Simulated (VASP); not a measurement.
ZnO (zincite), 4 atoms in the cell. Symmetry: P6_3mc, No. 186, hexagonal system. The conventional cell has a = 3.205 Å, b = 3.205 Å, c = 5.135 Å, α = 90.00°, β = 90.00°, γ = 120.00°. Zn (site symmetry 3m) has 4 O at 1.95 Å within 2.6 Å. O (site symmetry 3m) has 4 Zn at 1.95 Å within 2.6 Å.  This cell differs from its parent crystal: volume scaled by 0.96.

* Program: VASP 6.6.1
* Task: single point
* Functional: PBE
* Potentials or basis: VASP PAW PBE potentials, release 64 (Zn, O)
* Cutoff: 520 eV
* k mesh: 9 × 9 × 5
* Occupations: fermi-dirac, width 0.05 eV
* Spin: no spin polarisation
* Dipole correction: no
* Further INCAR settings: ALGO = Normal; EDIFF = 1e-07; NBANDS = 26

Potentials or basis: VASP PAW PBE potentials, release 64 (Zn, O).

Launch:

```bash
$ cat potpaw_PBE.64/Zn/POTCAR potpaw_PBE.64/O/POTCAR > POTCAR
$ mpirun -np 1 vasp_std > vasp.out
```

Hardware: 1 thread of Intel(R) Xeon(R) Platinum 8559C (Emerald Rapids), with other jobs on the host.

Question: Estimate the wall time of this run.

Answer: Run time: 19 s on 1 thread of Intel(R) Xeon(R) Platinum 8559C (Emerald Rapids), on a shared host, peak memory 0.17 GiB. Counts: scf iterations 16, k points 36.
